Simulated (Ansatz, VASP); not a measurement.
# MgB2: VASP beside Ansatz

```xyz
3
Lattice="3.0433 0.0000 0.0000 -1.5217 2.6356 0.0000 0.0000 0.0000 3.4754" Properties=species:S:1:pos:R:3 pbc="T T T"
Mg    0.0000    0.0000    0.0000
B     1.5217    0.8785    1.7377
B     0.0000    1.7571    1.7377
```

Alike in both runs: task single point; functional r2SCAN; k mesh 10 × 10 × 8; occupations fermi-dirac, width 0.05 eV; no spin polarisation.

```csv
,VASP,Ansatz
version,VASP 6.6.1,Ansatz 0.2.0
potentials or method,"VASP PAW PBE potentials, release 64 (Mg_sv, B)",Ansatz PAW
plane-wave cutoff (eV),750,500
valence electrons in the cell,16,16
```

|  | VASP | Ansatz | Ansatz less VASP |
| --- | --- | --- | --- |
| gap on the k mesh at the Fermi level (eV) | none | none | - |
| pressure (GPa) | 4.3 | 4.5 | +0.16 |
| traceless stress, the component that is largest in VASP (GPa) | -1.52 | -1.53 | -0.013 |

VASP's potentials were made for PBE, not for r2SCAN. A gap of «none» marks a metal or a gap that the smearing closes.
